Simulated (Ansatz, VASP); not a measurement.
# BeS: VASP beside Ansatz

```
CELL_PARAMETERS angstrom
2.43422 2.43422 0.00000
-2.43422 2.43422 0.00000
0.00000 2.43422 2.43422
ATOMIC_POSITIONS crystal
Be 0.00000 0.00000 0.00000
S 0.75000 0.25000 0.50000
```

Change from the starting cell: unstrained.

Alike in both runs: task single point; functional r2SCAN; k mesh 8 × 8 × 8; no spin polarisation.

|  | VASP | Ansatz |
| --- | --- | --- |
| version | VASP 6.6.1 | Ansatz 0.2.0 |
| potentials or method | VASP PAW PBE potentials, release 64 (Be, S) | PAW with Ansatz's default frozen-core files, scalar-relativistic |
| plane-wave cutoff (eV) | 520 | 500 |
| occupations | gaussian, width 0.01 eV | fixed |
| valence electrons in the cell | 8 | 8 |

|  | VASP | Ansatz | Ansatz less VASP |
| --- | --- | --- | --- |
| gap on the k mesh at the Fermi level (eV) | 3.60 | 3.59 | -0.009 |
| pressure (GPa) | 0.3 | 0.0 | -0.27 |

VASP's potentials were made for PBE, not for r2SCAN.
